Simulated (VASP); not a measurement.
NaGeBr3, 5 atoms in the cell. The structure is cubic, space group Pm-3m (No. 221). The conventional cell has a = 5.309 Å, b = 5.309 Å, c = 5.309 Å, α = 90.00°, β = 90.00°, γ = 90.00°. Within 4.9 Å of Na (site symmetry m-3m) lie 12 Br at 3.75 Å and 8 Ge at 4.60 Å. Within 3.5 Å of Ge (site symmetry m-3m) lie 6 Br at 2.65 Å. Br (site symmetry 4/mmm) has 2 Ge at 2.65 Å within 3.5 Å.  This cell differs from its parent crystal: strain -3.0%.

* Program: VASP 6.6.1
* Task: single point
* Functional: PBE
* Potentials or basis: VASP PAW PBE potentials, release 64 (Na_pv, Ge_d, Br)
* Cutoff: 520 eV
* k mesh: 6 × 6 × 6
* Occupations: fermi-dirac, width 0.02 eV
* Spin: no spin polarisation
* Dipole correction: no
* Further INCAR settings: ALGO = Normal; EDIFF = 1e-06; NBANDS = 29

Potentials or basis: VASP PAW PBE potentials, release 64 (Na_pv, Ge_d, Br).

Launch:

```bash
$ cat potpaw_PBE.64/Na_pv/POTCAR potpaw_PBE.64/Ge_d/POTCAR potpaw_PBE.64/Br/POTCAR > POTCAR
$ mpirun -np 1 vasp_std > vasp.out
```

Hardware: 1 thread of Intel(R) Xeon(R) 6975P-C (Granite Rapids), with other jobs on the host.

Q: Estimate the wall time of this run.

A: Wall time 33 s on 1 thread of Intel(R) Xeon(R) 6975P-C (Granite Rapids), with other jobs on the host, peak memory 0.28 GiB. Counts: scf iterations 13, k points 20.
